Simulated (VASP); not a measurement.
The system is W2AuN3.

```xyz
6
Lattice="2.7100 1.5646 3.2236 -2.7100 1.5646 3.2236 0.0000 -3.1292 3.2236" Properties=species:S:1:pos:R:3 pbc="T T T"
W     0.0000    0.0000    6.9888
W     0.0000    0.0000    2.6821
Au    0.0000    0.0000    4.8354
N     0.0000   -1.5646    1.6118
N     1.3550    0.7823    1.6118
N    -1.3550    0.7823    1.6118
```

The cell was built from a structure type or drawn by symmetry, and may not be a known phase.

```yaml
Program: VASP 6.6.1
Task: relaxation of cell and atoms
Functional: PBE
Potentials_or_basis: VASP PAW PBE potentials, release 64 (W_sv, Au, N)
Cutoff: 600 eV
k_mesh: 3 × 3 × 3
Occupations: gaussian, width 0.15 eV
Spin: no spin polarisation
```

At the start: pressure 38.8 GPa; volume 13.67 Å³/atom.

Problem. Where does the relaxation end?

Solution. Over 16 steps the energy falls by 1205.5 meV/atom and the volume is 17.47 Å³/atom (+27.8 %); space group R-3m (No. 166, to 0.1 Å) before and after.

Step by step:
| step | energy change (eV) | largest force (eV/Å) | pressure (GPa) | volume (Å³) |
| --- | --- | --- | --- | --- |
| 1 | 0.0000 | 14.9691 | 38.78 | 82.01 |
| 2 | -2.0419 | 7.3595 | 25.05 | 125.28 |
| 3 | -5.5715 | 4.0731 | 20.42 | 98.96 |
| 4 | -5.6810 | 3.5767 | 20.50 | 97.48 |
| 5 | -5.7915 | 1.9927 | 21.85 | 93.52 |
| 6 | -4.5733 | 5.1652 | -23.53 | 125.74 |
| 7 | -6.5156 | 1.6322 | -2.46 | 104.46 |
| 8 | -6.5181 | 1.4843 | -1.52 | 103.89 |
| 9 | -6.8567 | 1.0538 | -1.85 | 105.23 |
| 10 | -7.1768 | 0.7332 | -4.44 | 107.54 |
| 11 | -7.0207 | 1.5419 | 10.82 | 99.98 |
| 12 | -7.2260 | 0.0194 | 0.04 | 104.99 |
| 13 | -7.2260 | 0.0022 | 0.15 | 104.93 |
| 14 | -7.2300 | 0.0958 | 0.22 | 104.70 |
| 15 | -7.2307 | 0.1633 | 0.27 | 104.54 |
| 16 | -7.2329 | 0.0557 | -0.03 | 104.83 |

Final structure:
```
W Au N
1.0
     3.07121    1.77316    3.20843
    -3.07121    1.77316    3.20843
     0.00000   -3.54633    3.20843
W Au N
2 1 3
Direct
  0.77565 0.77565 0.77565
  0.22435 0.22435 0.22435
  0.50000 0.50000 0.50000
  0.00000 0.00000 0.50000
  0.50000 0.00000 0.00000
  0.00000 0.50000 0.00000
```

Caveat: the k points lie up to 0.45 Å⁻¹ apart in the final cell; the volume moved by over 15 % at a fixed basis, so the end points are rough; the relaxation stopped at a loose force limit of 0.08 eV/Å, so its end isn't a converged minimum.
